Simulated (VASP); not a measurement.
**TiCo: single point with PBEsol**

The system is TiCo.

```
CELL_PARAMETERS angstrom
2.98611 0.00000 0.00000
0.00000 2.98611 0.00000
0.00000 0.00000 2.98611
ATOMIC_POSITIONS crystal
Ti 0.00000 0.00000 0.98326
Co 0.50000 0.50000 0.50000
```

This cell differs from its parent crystal: all Ti atoms moved -0.050 Å, as atom 1 along Cartesian [0 0 1].

| Item | Value |
| --- | --- |
| Program | VASP 6.6.1 |
| Task | single point |
| Functional | PBEsol |
| Potentials or basis | VASP PAW PBE potentials, release 64 (Ti_sv, Co) |
| Cutoff | 520 eV |
| k mesh | 16 × 16 × 16 |
| Occupations | gaussian, width 0.15 eV |
| Spin | collinear spin, ferromagnetic start |
| Starting moments | [0.0, 0.4] μB |
| Dipole correction | no |
| Further INCAR settings | ALGO = Normal; EDIFF = 1e-07; NBANDS = 22 |

```json
{
  "Pressure": "-9.6 GPa",
  "Largest force": "0.190 eV/Å",
  "Net moment": "0.00 μB per cell",
  "Valence electrons inside the program's atomic spheres": "Ti 10.28; Co 8.31"
}
```

Forces in eV/Å, atoms in the order of the input:
```
Ti   0.000  0.000  0.190
Co   0.000  0.000 -0.190
```

Stress tensor (GPa, compression positive):
```
-9.57  0.00  0.00
 0.00 -9.57  0.00
 0.00  0.00 -9.65
```

Levels at points of the mesh, in eV from the Fermi level:
Spin up:
| k point | band 7 | band 8 | band 9 | band 10 | band 11 | band 12 | band 13 | band 14 |
| --- | --- | --- | --- | --- | --- | --- | --- | --- |
| (0.00, 0.00, 0.00) | -3.73 | -1.43 | -1.42 | -1.42 | 0.77 | 0.79 | 2.73 | 2.73 |
| (0.50, 0.00, 0.00) | -2.34 | -1.54 | -1.51 | -1.01 | -0.74 | 0.11 | 0.67 | 0.67 |
| (0.00, 0.00, 0.50) | -2.35 | -1.50 | -1.50 | -1.01 | -0.76 | 0.11 | 0.65 | 0.65 |
| (0.50, 0.50, 0.00) | -2.36 | -2.36 | -0.59 | -0.15 | 0.65 | 0.65 | 1.22 | 2.58 |
| (0.00, 0.50, 0.50) | -2.37 | -2.37 | -0.59 | -0.15 | 0.63 | 0.66 | 1.26 | 2.59 |
| (0.50, 0.50, 0.50) | -2.39 | -2.08 | -2.07 | -2.07 | -0.56 | -0.56 | 3.14 | 3.14 |
Spin down:
```
           k point  band 7  band 8  band 9  band 10  band 11  band 12  band 13  band 14
(0.00, 0.00, 0.00)   -3.73   -1.43   -1.42    -1.42     0.77     0.79     2.73     2.73
(0.50, 0.00, 0.00)   -2.34   -1.54   -1.51    -1.01    -0.74     0.11     0.67     0.67
(0.00, 0.00, 0.50)   -2.35   -1.50   -1.50    -1.01    -0.76     0.11     0.65     0.65
(0.50, 0.50, 0.00)   -2.36   -2.36   -0.59    -0.15     0.65     0.65     1.22     2.58
(0.00, 0.50, 0.50)   -2.37   -2.37   -0.59    -0.15     0.63     0.66     1.26     2.59
(0.50, 0.50, 0.50)   -2.39   -2.08   -2.07    -2.07    -0.56    -0.56     3.14     3.14
```

Wall time 10 min on 1 thread of Intel(R) Xeon(R) Platinum 8488C (Sapphire Rapids), on a shared host, peak memory 0.45 GiB.

Caveat: the cell differs from its parent crystal (all Ti atoms moved -0.050 Å, as atom 1 along Cartesian [0 0 1]); the PAW data sets were made with another functional, which shifts forces and pressure a little.
